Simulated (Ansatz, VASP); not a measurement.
BeS: VASP beside Ansatz

File POSCAR:

```
BeS
1.0
    0.0000000000      2.3612770434      2.4893639833
    2.3612770434      0.0000000000      2.4893639833
    2.3612770434      2.3612770434      0.0000000000
Be S
1 1
Direct
    0.0000000000      0.0000000000      0.0000000000
    0.2500000000      0.2500000000      0.2500000000
```

File INCAR.step1:

```
PREC     = Accurate       # precision mode
ENCUT    = 520            # plane-wave cutoff, eV
EDIFF    = 1E-5           # SCF threshold, eV
ISMEAR   = 0              # smearing method
SIGMA    = 0.01           # smearing width, eV
LREAL    = F              # projectors in reciprocal space
LASPH    = T              # aspherical terms in the spheres
NELM     = 80             # most SCF steps
ALGO     = Normal         # electronic algorithm
ISIF     = 2              # what is computed and relaxed
LWAVE    = T              # write WAVECAR
GGA      = PE             # functional
NBANDS   = 11             # bands
```

The input INCAR.step2:

```
PREC     = Accurate       # precision mode
ENCUT    = 520            # plane-wave cutoff, eV
EDIFF    = 1E-6           # SCF threshold, eV
ISMEAR   = 0              # smearing method
SIGMA    = 0.01           # smearing width, eV
LREAL    = F              # projectors in reciprocal space
LASPH    = T              # aspherical terms in the spheres
NELM     = 80             # most SCF steps
ALGO     = Normal         # electronic algorithm
ISIF     = 2              # what is computed and relaxed
LWAVE    = F              # write WAVECAR
LCHARG   = T              # write CHGCAR
GGA      = PE             # functional
LHFCALC  = T              # exact exchange
HFSCREEN = 0.2079         # screening, 1/A
PRECFOCK = Normal       
LELF     = T              # ELF
LVHAR    = T            
ISTART   = 1            
NBANDS   = 11             # bands
```

File KPOINTS:

```
Automatic mesh
0
Gamma
  6 6 6
```

Input for Ansatz:

```yaml
crystal:
  lattice:
    - [0.0, 2.3612770434, 2.4893639833]
    - [2.3612770434, 0.0, 2.4893639833]
    - [2.3612770434, 2.3612770434, 0.0]
  atoms:
    - { symbol: Be, position: [0.0, 0.0, 0.0] }
    - { symbol: S, position: [0.25, 0.25, 0.25] }
kpoints:
  mp_grid: { grid: [6, 6, 6] }
  band_path:
    path:
      - [0.0, 0.0, 0.0]
      - [-0.5, -0.5, 0.0]
      - [-0.375, -0.375, 0.25]
      - [-0.375, 0.0, 0.375]
      - [0.0, 0.0, 0.5]
      - [-0.5, -0.25, 0.25]
      - [-0.0375, 0.0, 0.0375]
      - [0.0, 0.5, 0.5]
    npoints: 1
hamiltonian:
  xc: hse06
scf:
  occupations: { method: fixed }
  n_extra_bands: 4
output:
  forces: true
  stress: true
  eigenvalues: true
```

Change from the starting cell: epitaxial_xy strain -3.0%.

Alike in both runs: task single point; functional HSE06; k mesh 6 × 6 × 6; no spin polarisation.

|  | VASP | Ansatz |
| --- | --- | --- |
| version | VASP 6.6.1 | Ansatz 0.2.0 |
| potentials or method | VASP PAW PBE potentials, release 64 (Be, S) | plane waves, PAW |
| plane-wave cutoff (eV) | 520 | 420 |
| occupations | gaussian, width 0.01 eV | fixed |
| valence electrons in the cell | 8 | 8 |

Ansatz gave:

```
gap on the k mesh at the Fermi level (eV)                     : 3.74
pressure (GPa)                                                : 3.0
traceless stress, the component that is largest in VASP (GPa) : -4.05
```

Problem. Which values does VASP return?

Solution. gap on the k mesh at the Fermi level (eV): 3.74; pressure (GPa): 2.9; traceless stress, the component that is largest in VASP (GPa): -4.05.

Ansatz's warnings: stress exchange threshold loose, stress scf threshold loose.
